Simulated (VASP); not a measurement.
A run of VASP 6.6.1:

INCAR

```
SYSTEM = Al3GaN4
PREC = Accurate ; ENCUT = 520
EDIFF = 1E-7 ; ISMEAR = 0
SIGMA = 0.05 ; LREAL = .False.
LASPH = .True. ; NELM = 100
ALGO = Normal ; ISIF = 2
LWAVE = .False. ; LCHARG = .False.
GGA = PS ; NBANDS = 31
```

The input KPOINTS:

```
regular mesh
0
Gamma
  6 6 6
  0 0 0
```

POSCAR

```
Al3GaN4
1.0
    4.5832746340      0.0000000000      0.0000000000
    0.0000000000      4.5832746340      0.0000000000
    0.0000000000      0.0000000000      4.0544352532
Al Ga N
3 1 4
Direct
    0.5000000000      0.5000000000      0.0000000000
    0.5000000000      0.0000000000      0.5000000000
    0.0000000000      0.5000000000      0.5000000000
    0.0000000000      0.0000000000      0.0000000000
    0.7447077174      0.7447077174      0.2552922826
    0.7447077174      0.2552922826      0.7447077174
    0.2552922826      0.7447077174      0.7447077174
    0.2552922826      0.2552922826      0.2552922826
```

Potentials or basis: VASP PAW PBE potentials, release 64 (Al, Ga_d, N).

Run with:

```bash
$ cat potpaw_PBE.64/Al/POTCAR potpaw_PBE.64/Ga_d/POTCAR potpaw_PBE.64/N/POTCAR > POTCAR
$ mpirun -np 1 vasp_std > vasp.out
```

Hardware: 1 thread of AMD EPYC 7R13, on a shared host.

How long does it take, and how much memory?

It took 2.7 min on 1 thread of AMD EPYC 7R13, on a shared host, peak memory 0.21 GiB. Counts: scf iterations 16, k points 40.
